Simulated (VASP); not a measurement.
Here is a VASP 6.6.1 calculation.

The input INCAR:

```
PREC     = Accurate       # precision mode
ENCUT    = 520            # plane-wave cutoff, eV
EDIFF    = 1E-6           # SCF threshold, eV
ISMEAR   = 0              # smearing method
SIGMA    = 0.05           # smearing width, eV
LREAL    = F              # projectors in reciprocal space
LASPH    = T              # aspherical terms in the spheres
NELM     = 60             # most SCF steps
ALGO     = Normal         # electronic algorithm
ISIF     = 2              # what is computed and relaxed
LWAVE    = F              # write WAVECAR
LCHARG   = F              # write CHGCAR
GGA      = PE             # functional
IBRION   = 2              # ionic algorithm
NSW      = 50             # ionic steps
EDIFFG   = -0.01          # ionic threshold
```

KPOINTS

```
Automatic mesh
0
Gamma
  9 9 6
```

Contents of POSCAR:

```
AlN
1.0
    3.1298889828      0.0000000000      0.0000000000
   -1.5649444914      2.7105633702      0.0000000000
    0.0000000000      0.0000000000      4.9166171702
Al N
2 2
Direct
    0.3333333333      0.6666666667      0.0017290859
    0.6666666667      0.3333333333      0.5017290859
    0.3333333333      0.6666666667      0.3832709141
    0.6666666667      0.3333333333      0.8832709141
```

Potentials or basis: VASP PAW PBE potentials, release 64 (Al, N).

Run with:

```console
$ cat potpaw_PBE.64/Al/POTCAR potpaw_PBE.64/N/POTCAR > POTCAR
$ mpirun -np 1 vasp_std > vasp.out
```

**Question.** What does it give for the band gap on the k mesh?

**Answer.** 4.11 eV, direct.

**Question.** Estimate the energy gained by relaxing.

**Answer.** 1.4 meV/atom.

Stress tensor (GPa, compression positive):
```
1.95 0.00 0.00
0.00 1.95 0.00
0.00 0.00 6.92
```

Caveat: the cell differs from its parent crystal (engineering shear strain xz +0.0000, normal strain along z -0.0200). A k mesh can miss the band edges.
